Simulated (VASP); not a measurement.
# MoS2 in VASP: single point with PBEsol

Aim: the single point of MoS2 with PBEsol.

Everything below comes from runs of VASP 6.6.1. Logs are shortened: lines on timing, memory, paths and dates and some standing lists are left out, and cuts for length are marked.

## (1) The cell of the first run

The cell holds a slab with vacuum, 15 atoms: a = 3.143 Å, b = 6.540 Å, c = 27.211 Å, α = 90.00°, β = 90.00°, γ = 90.00°.

## (2) Single point, PBEsol

The input, INCAR:

```
SYSTEM = MoS2
ALGO = Normal ; EDIFF = 1E-6
ENCUT = 520 ; GGA = PS
ISIF = 2 ; ISMEAR = 0
LASPH = .TRUE. ; LCHARG = .FALSE.
LREAL = Auto ; LWAVE = .FALSE.
NBANDS = 78 ; NELM = 100
PREC = Accurate ; SIGMA = 0.05
```

The input, KPOINTS:

```
k-points
0
G
  8 4 1
  0 0 0
```

The input, POSCAR:

```
MoS2
1.0
    3.1431208307      0.0000000000      0.0000000000
    0.0000000000      6.5400925761      0.0000000000
    0.0000000000      0.0000000000     27.2110174743
S Mo
10 5
Direct
    0.5000000000      0.1903528276      0.2756236516
    0.0000000000      0.6170850351      0.3399526325
    0.0000000000      0.0748681500      0.3717295806
    0.5000000000      0.5016003575      0.4360585615
    0.5000000000      0.9593834724      0.4678355096
    0.0000000000      0.3861156799      0.5321644904
    0.0000000000      0.8438987947      0.5639414385
    0.5000000000      0.2706310022      0.6282704194
    0.5000000000      0.7284141171      0.6600473675
    0.0000000000      0.1551463246      0.7243763484
    0.5000000000      0.8845106962      0.3238085187
    0.0000000000      0.7690260186      0.4199144477
    0.5000000000      0.6535413410      0.5160203767
    0.0000000000      0.5380566634      0.6121263056
    0.5000000000      0.4225719858      0.7082322346
```

Potentials or basis: VASP PAW PBE potentials, release 64 (S, Mo_sv).

Command:

```
$ cat potpaw_PBE.64/S/POTCAR potpaw_PBE.64/Mo_sv/POTCAR > POTCAR
$ mpirun -np 1 vasp_std > vasp.out
```

OUTCAR:

```text
SYSTEM = MoS2
   EDIFF = 1E-6
   ENCUT = 520
   GGA = PS
   ISIF = 2
   ISMEAR = 0
   LASPH = .TRUE.
   LREAL = Auto
   NELM = 100
   PREC = Accurate

 ion  position               nearest neighbor table
   1  0.500  0.190  0.276-  11 2.39
   2  0.000  0.617  0.340-  11 2.39  11 2.39  12 2.39
   3  0.000  0.075  0.372-  12 2.39  11 2.39  11 2.39
   4  0.500  0.502  0.436-  12 2.39  12 2.39  13 2.39
   5  0.500  0.959  0.468-  13 2.39  12 2.39  12 2.39
   6  0.000  0.386  0.532-  13 2.39  13 2.39  14 2.39
   7  0.000  0.844  0.564-  13 2.39  13 2.39  14 2.39
   8  0.500  0.271  0.628-  15 2.39  14 2.39  14 2.39
   9  0.500  0.728  0.660-  15 2.39  14 2.39  14 2.39
  10  0.000  0.155  0.724-  15 2.39  15 2.39
  11  0.500  0.885  0.324-   1 2.39   3 2.39   3 2.39   2 2.39   2 2.39  12 3.14  12 3.14
  12  0.000  0.769  0.420-   3 2.39   5 2.39   5 2.39   4 2.39   4 2.39   2 2.39  13 3.14  13 3.14
                            11 3.14  11 3.14
  13  0.500  0.654  0.516-   7 2.39   7 2.39   5 2.39   6 2.39   6 2.39   4 2.39  14 3.14  14 3.14
                            12 3.14  12 3.14
  14  0.000  0.538  0.612-   7 2.39   9 2.39   9 2.39   6 2.39   8 2.39   8 2.39  13 3.14  13 3.14
                            15 3.14  15 3.14
  15  0.500  0.423  0.708-   9 2.39   8 2.39  10 2.39  10 2.39  14 3.14  14 3.14

  LATTYP: Found a simple orthorhombic cell.
 ALAT       =     3.1431208307
 B/A-ratio  =     2.0807639694
 C/A-ratio  =     8.6573246591

  Lattice vectors:

 A1 = (   3.1431208307,   0.0000000000,   0.0000000000)
 A2 = (   0.0000000000,   6.5400925761,   0.0000000000)
 A3 = (   0.0000000000,   0.0000000000,  27.2110174743)

Analysis of symmetry for initial positions (statically):
=====================================================================
 Subroutine PRICEL returns:
 Original cell was already a primitive cell.

 Routine SETGRP: Setting up the symmetry group for a
 simple orthorhombic supercell.

 Subroutine GETGRP returns: Found  2 space group operations
 (whereof  2 operations were pure point group operations)
 out of a pool of  8 trial point group operations.

The static configuration has the point symmetry C_1h.

Analysis of symmetry for dynamics (positions and initial velocities):
=====================================================================
 Subroutine PRICEL returns:
 Original cell was already a primitive cell.

 Routine SETGRP: Setting up the symmetry group for a
 simple orthorhombic supercell.

 Subroutine GETGRP returns: Found  2 space group operations
 (whereof  2 operations were pure point group operations)
 out of a pool of  8 trial point group operations.

The dynamic configuration has the point symmetry C_1h.

 Subroutine INISYM returns: Found  2 space group operations
 (whereof  2 operations are pure point group operations),
 and found     1 'primitive' translations

----------------------------------------------------------------------------------------

                                     Primitive cell

  volume of cell :     559.3579

  direct lattice vectors                    reciprocal lattice vectors
     3.143120831  0.000000000  0.000000000     0.318155125  0.000000000  0.000000000
     0.000000000  6.540092576  0.000000000     0.000000000  0.152903034  0.000000000
     0.000000000  0.000000000 27.211017474     0.000000000  0.000000000  0.036749820

  length of vectors
     3.143120831  6.540092576 27.211017474     0.318155125  0.152903034  0.036749820

  position of ions in fractional coordinates (direct lattice)
     0.500000000  0.190352828  0.275623652
     0.000000000  0.617085035  0.339952633
     0.000000000  0.074868150  0.371729581
     0.500000000  0.501600358  0.436058561
     0.500000000  0.959383472  0.467835510
     0.000000000  0.386115680  0.532164490
     0.000000000  0.843898795  0.563941439
     0.500000000  0.270631002  0.628270419
     0.500000000  0.728414117  0.660047367
     0.000000000  0.155146325  0.724376348
     0.500000000  0.884510696  0.323808519
[... 36 lines left out ...]
     0.000000000  0.000000000  0.036749820     0.000000000  0.000000000  1.000000000

  Length of vectors
     0.039769391  0.038225759  0.036749820

  Shift w.r.t. Gamma in fractional coordinates (k-lattice)
     0.000000000  0.000000000  0.000000000

 Subroutine IBZKPT returns following result:
 ===========================================

 Found     15 irreducible k-points:

 Following reciprocal coordinates:
            Coordinates               Weight
  0.000000  0.000000  0.000000      1.000000
  0.125000  0.000000  0.000000      2.000000
  0.250000  0.000000  0.000000      2.000000
  0.375000  0.000000  0.000000      2.000000
  0.500000  0.000000  0.000000      1.000000
  0.000000  0.250000  0.000000      2.000000
  0.125000  0.250000  0.000000      4.000000
  0.250000  0.250000  0.000000      4.000000
  0.375000  0.250000  0.000000      4.000000
  0.500000  0.250000  0.000000      2.000000
  0.000000  0.500000  0.000000      1.000000
  0.125000  0.500000  0.000000      2.000000
  0.250000  0.500000  0.000000      2.000000
  0.375000  0.500000  0.000000      2.000000
  0.500000  0.500000  0.000000      1.000000
   k-points           NKPTS =     15   k-points in BZ     NKDIM =     15   number of bands    NBANDS=     78
   number of dos      NEDOS =    301   number of ions     NIONS =     15
   total plane-waves  NPLWV = 252000
   dimension x,y,z NGX =    24 NGY =   50 NGZ =  210
   dimension x,y,z NGXF=    48 NGYF=  100 NGZF=  420
   ions per type =              10   5
   NGX,Y,Z   is equivalent  to a cutoff of  12.69, 12.71, 12.83 a.u.
   NGXF,Y,Z  is equivalent  to a cutoff of  25.39, 25.42, 25.66 a.u.
 SYSTEM =  MoS2
   PREC   = accura    normal or accurate (medium, high low for compatibility)
   ISTART =      0    job   : 0-new  1-cont  2-samecut
   ICHARG =      2    charge: 1-file 2-atom 10-const
   ISPIN  =      1    spin polarized calculation?
   LNONCOLLINEAR =      F non collinear calculations
   LSORBIT =      F    spin-orbit coupling
   LASPH  =      T    aspherical Exc in radial PAW
   ENCUT  =  520.0 eV  38.22 Ry    6.18 a.u.   5.84 12.16 50.59*2*pi/ulx,y,z
   NELM   =    100;   NELMIN=  2; NELMDL= -5     # of ELM steps
   EDIFF  = 0.1E-05   stopping-criterion for ELM
   LREAL  =      T    real-space projection
   EDIFFG = 0.1E-04   stopping-criterion for IOM
   NSW    =      0    number of steps for IOM
   IBRION =     -1    ionic relax: 0-MD 1-quasi-New 2-CG
   NFREE  =      0    steps in history (QN), initial steepest desc. (CG)
   ISIF   =      2    stress and relaxation
   ISYM   =      2    0-nonsym 1-usesym 2-fastsym
   POTIM  = 0.5000    time-step for ionic-motion
   TEBEG  =    0.0;   TEEND  =   0.0 temperature during run
   PSTRESS=    0.0 pullay stress
   NELECT =     130.0000    total number of electrons
   NUPDOWN=      -1.0000    fix difference up-down
   EMIN   =  10.00;   EMAX   =-10.00  energy-range for DOS
   EFERMI =   0.00;   METHOD = LEGACY
   ISMEAR =     0;   SIGMA  =   0.05  broadening in eV -4-tet -1-fermi 0-gaus
   EFERMI_NEDOS =   21; number of points for ismear=-14 and -15
   IALGO  =     38    algorithm
   IMIX   =      4    mixing-type and parameters
     AMIX     =   0.40;   BMIX     =  1.00
     AMIX_MAG =   1.60;   BMIX_MAG =  1.00
  volume/ion in A,a.u.               =      37.29       251.65
  Fermi-wavevector in a.u.,A,eV,Ry     =   1.006528  1.902063 13.784054  1.013099
  Thomas-Fermi vector in A             =   2.139276
   LORBIT       =      0    0 simple, 1 ext, 2 COOP (PROOUT), +10 PAW based schemes
   GGA     = PS    functional components
   LHFCALC =     F    Hartree Fock is set to
   AEXX    =    0.0000 exact exchange contribution
   IVDW    =     0    specifies the selected vdW correction
   LEPSILON=     F    determine dielectric tensor
   LRPA    =     F    only Hartree local field effects (RPA)
 non-spin polarized calculation
 Gauss-broadening in eV      SIGMA  =   0.05
  energy-cutoff  :      520.00
  volume of cell :      559.36
 maximum number of plane-waves:     15124
 NGX is ok and might be reduce to    24
   NGX = 11   NGY = 25   NGZ =101

 number of electron     130.0000008 magnetization

 Free energy of the ion-electron system (eV)
  ---------------------------------------------------
  ext. energy  EPLUGINS =         0.00000000
  ---------------------------------------------------
  free energy    TOTEN  =      -111.26285961 eV

  energy without entropy =     -111.25048330  energy(sigma->0) =     -111.25667146

 E-fermi :   0.7866     XC(G=0):  -5.8913

 val. band max:        0.7583256440   @ k =   0.3750   0.0000   0.0000
 cond. band min:       0.7921796005   @ k =   0.1250   0.5000   0.0000
 fundamental gap:      0.0338539564
 Fermi energy:         0.7865981515

 k-point     1 :       0.0000    0.0000    0.0000
  band No.  band energies     occupation
      1     -60.5452      2.00000
      2     -60.4985      2.00000
      3     -60.4460      2.00000
      4     -60.4100      2.00000
      5     -60.3719      2.00000
      6     -34.8461      2.00000
[... 1189 lines left out ...]
     76       3.3172      0.00000
     77       3.3832      0.00000
 [bands above 77 left out]

------------------------ aborting loop because EDIFF is reached ----------------------------------------

  FORCE on cell =-STRESS in cart. coord.  units (eV):
  Direction    XX          YY          ZZ          XY          YZ          ZX
  --------------------------------------------------------------------------------------
  -------------------------------------------------------------------------------------
  Total       -7.8813298     -9.2021862     -3.6013491      0.0000000      0.9862581      0.0000000
  in kB      -22.5746139    -26.3579630    -10.3153995      0.0000000      2.8249542      0.0000000
  external PRESSURE =     -19.7493255 kB  Pullay stress =       0.0000000 kB

 VOLUME and BASIS-vectors are now :
 -----------------------------------------------------------------------------
  energy-cutoff  :      520.00
  volume of cell :      559.36
      direct lattice vectors                 reciprocal lattice vectors
     3.143120831  0.000000000  0.000000000     0.318155125  0.000000000  0.000000000
     0.000000000  6.540092576  0.000000000     0.000000000  0.152903034  0.000000000
     0.000000000  0.000000000 27.211017474     0.000000000  0.000000000  0.036749820

 POSITION                                       TOTAL-FORCE (eV/Angst)
 -----------------------------------------------------------------------------------
      1.57156      1.24493      7.50000         0.000000     -1.680197      0.017521
      0.00000      4.03579      9.25046         0.000000     -0.136310     -1.042399
      0.00000      0.48964     10.11514         0.000000     -0.697311     -0.293225
      1.57156      3.28051     11.86560         0.000000     -0.022835      0.026682
      1.57156      6.27446     12.73028         0.000000      0.051542     -0.069856
      0.00000      2.52523     14.48074         0.000000     -0.041310      0.005991
      0.00000      5.51918     15.34542         0.000000      0.007495     -0.025735
      1.57156      1.76995     17.09588         0.000000      0.374693      0.874016
      1.57156      4.76390     17.96056         0.000000     -0.170344      0.858798
      0.00000      1.01467     19.71102         0.000000      2.170704      0.433982
      1.57156      5.78478      8.81116         0.000000      2.606181      1.123169
      0.00000      5.02950     11.42630         0.000000     -0.084937      0.256061
      1.57156      4.27422     14.04144         0.000000     -0.003943     -0.011218
      0.00000      3.51894     16.65658         0.000000      0.130147      0.076793
      1.57156      2.76366     19.27172         0.000000     -2.503576     -2.230582
 -----------------------------------------------------------------------------------
    total drift:                                0.000000     -0.002633     -0.002750

  FREE ENERGIE OF THE ION-ELECTRON SYSTEM (eV)
  ---------------------------------------------------
  free  energy   TOTEN  =      -111.2628596138 eV

  energy  without entropy=     -111.2504832963  energy(sigma->0) =     -111.25667146
```

Wall time 43 min (1 thread of Intel Xeon 8259CL, shared host); peak memory 0.78 GiB.

What came out:

* Free energy: -111.2629 eV
* Largest force: 3.353 eV/Å
* Band gap on the k mesh: zero (bands 65 and 66 overlap by 0.61 eV)

Forces in eV/Å, atoms in the order of the input:
```
S    0.000 -1.680  0.018
S    0.000 -0.136 -1.042
S    0.000 -0.697 -0.293
S    0.000 -0.023  0.027
S    0.000  0.052 -0.070
S    0.000 -0.041  0.006
S    0.000  0.007 -0.026
S    0.000  0.375  0.874
S    0.000 -0.170  0.859
S    0.000  2.171  0.434
Mo   0.000  2.606  1.123
Mo   0.000 -0.085  0.256
Mo   0.000 -0.004 -0.011
Mo   0.000  0.130  0.077
Mo   0.000 -2.504 -2.231
```

Caveat: there is no dipole correction, which matters where the two faces differ; the PAW data sets were made with another functional, which shifts forces and pressure a little.

The gap in the log of VASP goes by the Fermi energy; the results here count the filled bands.